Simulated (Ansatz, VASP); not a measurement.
RbBr: VASP beside Ansatz

Contents of INCAR:

```
SYSTEM = RbBr
PREC = Accurate
ENCUT = 520
EDIFF = 1E-6
ISMEAR = 0
SIGMA = 0.05
LREAL = .False.
LASPH = .True.
NELM = 80
ALGO = Normal
ISIF = 2
LWAVE = .False.
LCHARG = .True.
GGA = PE
LELF = .True.
LVHAR = .True.
NBANDS = 15
```

File KPOINTS:

```
regular mesh
0
Gamma
  6 6 6
  0 0 0
```

Contents of POSCAR:

```
RbBr
1.0
    4.0251860190      0.0000000000      0.0000000000
    0.0000000000      4.0251860190      0.0000000000
    0.0000000000      0.0000000000      4.1929021031
Rb Br
1 1
Direct
    0.0000000000      0.0000000000      0.0000000000
    0.5000000000      0.5000000000      0.5000000000
```

Input for Ansatz:

```yaml
crystal:
  lattice:
    - [4.025186019, 0.0, 0.0]
    - [0.0, 4.025186019, 0.0]
    - [0.0, 0.0, 4.1929021031]
  atoms:
    - { symbol: Rb, position: [0.0, 0.0, 0.0] }
    - { symbol: Br, position: [0.5, 0.5, 0.5] }
basis:
  ecutwfc: 420
kpoints:
  mp_grid: { grid: [6, 6, 6] }
hamiltonian:
  xc: pbe
  pseudopotentials: { kind: paw }
scf:
  occupations: { method: gaussian, width: 0.05 }
output:
  forces: true
  stress: true
  eigenvalues: true
```

Change from the starting cell: mode 4 frozen in at +0.000 Å, equal normal strain along x and y -0.0400.

Alike in both runs: task single point; functional PBE; k mesh 6 × 6 × 6; occupations gaussian, width 0.05 eV; no spin polarisation.

|  | VASP | Ansatz |
| --- | --- | --- |
| version | VASP 6.6.1 | Ansatz 0.2.0 |
| potentials or method | VASP PAW PBE potentials, release 64 (Rb_sv, Br), cutoff 520 eV | scalar-relativistic, plane waves, PAW |
| valence electrons in the cell | 16 | 16 |

|  | VASP | Ansatz | Ansatz less VASP |
| --- | --- | --- | --- |
| gap on the k mesh at the Fermi level (eV) | 4.11 | 4.11 | +0.003 |
| least direct gap on the mesh (eV) | 4.26 | 4.26 | +0.002 |
| pressure (GPa) | 1.5 | 1.4 | -0.03 |
| traceless stress, the component that is largest in VASP (GPa) | -0.83 | -0.83 | +0.001 |
